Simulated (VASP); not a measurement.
Set up this calculation in VASP 6.6.1, as the native input.

```yaml
Task: single point
Functional: PBE
Potentials_or_basis: VASP PAW PBE potentials, release 64 (Zn, O_h, C_h, F_h)
Cutoff: 1010 eV
k_mesh: 2 × 2 × 1
Occupations: gaussian, width 0.02 eV
Spin: no spin polarisation
Dipole_correction: no
Further_INCAR_settings: LREAL = Auto; ALGO = Normal; EDIFF = 1e-06; NBANDS = 76; NELMDL = -8
```

The structure of Zn6CO6F2 lies in POSCAR:

```
Zn6CO6F2
1.0
    5.8041020000      0.0000000000      0.0000000000
   -2.9020510000      5.4880210000      0.0000000000
    0.0000000000      0.0000000000     17.5870760000
Zn O C F
6 6 1 2
Direct
    0.3333332185      0.0000000000      0.0568598782
    0.4797936420      0.5273188641      0.0957719180
    0.9841539170      0.1247478827      0.1349867937
    1.0169228413      0.5952644861      0.1694551727
    0.4551622653      0.1493554780      0.2221886685
    0.5701290809      0.6843836786      0.2427353473
    0.2898654225      0.7150286050      0.0906564570
    0.2410512997      0.2340180550      0.0426338636
    0.7981980591      0.7652529026      0.1534932811
    0.7502810597      0.2578313749      0.1562530918
    0.2052677412      0.8223993676      0.2631083189
    0.3035256097      0.3569629198      0.2020317078
    0.3781910912      0.7967556975      0.3105850000
    0.5402157021      1.0420147809      0.3409427468
    0.2528119912      0.6620333632      0.3724969972
```

These files were run (other wordings do the same):

INCAR

```
SYSTEM = Zn6CO6F2
  ALGO = Normal
  EDIFF = 1E-6
  ENCUT = 1010
  GGA = PE
  GGA_COMPAT = .False.
  ISIF = 2
  ISMEAR = 0
  LASPH = .True.
  LCHARG = .True.
  LELF = .True.
  LREAL = Auto
  LVHAR = .True.
  LWAVE = .False.
  NBANDS = 76
  NELM = 120
  NELMDL = -8
  PREC = Accurate
  SIGMA = 0.02
```

KPOINTS

```
k-points
0
Gamma
  2 2 1
  0 0 0
```

Potentials or basis: VASP PAW PBE potentials, release 64 (Zn, O_h, C_h, F_h).

Command:

```sh
$ cat potpaw_PBE.64/Zn/POTCAR potpaw_PBE.64/O_h/POTCAR potpaw_PBE.64/C_h/POTCAR potpaw_PBE.64/F_h/POTCAR > POTCAR
$ mpirun -np 1 vasp_std > vasp.out
```

It gave:

The largest force is 0.151 eV/Å and the band gap on the k mesh is 1.79 eV (least direct gap 2.00 eV).

Caveat: the k points lie up to 0.61 Å⁻¹ apart; there is no dipole correction, which matters where the two faces differ.

It took 17 min on 1 thread of Intel(R) Xeon(R) 6975P-C (Granite Rapids), with other jobs on the host, peak memory 1.5 GiB.
